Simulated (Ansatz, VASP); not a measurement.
Mo in VASP and in Ansatz

Contents of INCAR:

```
PREC     = Accurate       # precision mode
ENCUT    = 520            # plane-wave cutoff, eV
EDIFF    = 1E-7           # SCF threshold, eV
ISMEAR   = -1             # smearing method
SIGMA    = 0.15           # smearing width, eV
LREAL    = F              # projectors in reciprocal space
LASPH    = T              # aspherical terms in the spheres
NELM     = 60             # most SCF steps
ALGO     = Normal         # electronic algorithm
ISIF     = 2              # what is computed and relaxed
LWAVE    = F              # write WAVECAR
LCHARG   = F              # write CHGCAR
GGA      = PE             # functional
NBANDS   = 13             # bands
```

KPOINTS

```
regular mesh
0
Gamma
  10 10 10
```

The input POSCAR:

```
Mo
1.0
    0.0000000000      2.0641656116      2.0641656116
    2.0641656116      0.0000000000      2.0641656116
    2.0641656116      2.0641656116      0.0000000000
Mo
1
Direct
    0.0000000000      0.0000000000      0.0000000000
```

Input for Ansatz:

```yaml
crystal:
  lattice:
    - [0.0, 2.0641656116271534, 2.0641656116271534]
    - [2.0641656116271534, 0.0, 2.0641656116271534]
    - [2.0641656116271534, 2.0641656116271534, 0.0]
  atoms:
    - { symbol: Mo, position: [0.0, 0.0, 0.0] }
basis:
  ecutwfc: 557.833418042754
kpoints:
  mp_grid:
    grid: [10, 10, 10]
hamiltonian:
  xc: pbe
  pseudopotentials:
    kind: paw
scf:
  occupations:
    method: fermi_dirac
    width: 0.15
output:
  stress: true
```

Alike in both runs: task single point; functional PBE; k mesh 10 × 10 × 10; occupations fermi-dirac, width 0.15 eV; no spin polarisation.

```csv
,VASP,Ansatz
version,VASP 6.6.1,Ansatz 0.2.0
potentials or method,"VASP PAW PBE potentials, release 64 (Mo_sv), cutoff 520 eV","plane waves, PAW"
valence electrons in the cell,14,14
```

|  | VASP | Ansatz | Ansatz less VASP |
| --- | --- | --- | --- |
| pressure (GPa) | -17.6 | -17.9 | -0.31 |
